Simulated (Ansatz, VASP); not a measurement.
## One calculation of SiMo3, two programs

```
Si Mo
1.0
     3.90061    0.00000    0.00000
     0.00000    3.90061    0.00000
     0.00000    0.00000    3.90061
Si Mo
1 3
Direct
  0.00000 0.00000 0.00000
  0.00000 0.50000 0.50000
  0.50000 0.00000 0.50000
  0.50000 0.50000 0.00000
```

Alike in both runs: functional r2SCAN; k mesh 12 × 12 × 12; occupations gaussian, width 0.1 eV; no spin polarisation.

Ansatz relaxed the structure, and its values are those at the end. VASP's run is a single point on that final structure, the one shown.

|  | VASP | Ansatz |
| --- | --- | --- |
| version | VASP 6.6.1 | Ansatz 0.2.0 |
| potentials or method | VASP PAW PBE potentials, release 64 (Si, Mo_sv), cutoff 520 eV | scalar-relativistic, plane waves, PAW |
| valence electrons in the cell | 46 | 46 |

```tsv
	VASP	Ansatz	Ansatz less VASP
gap on the k mesh at the Fermi level (eV)	none	none	-
pressure (GPa)	0.8	0.0	-0.83
```

VASP's potentials were made for PBE, not for r2SCAN. A gap of «none» marks a metal or a gap that the smearing closes. With one functional, cell and mesh, what is left measures potentials, basis and numerics.
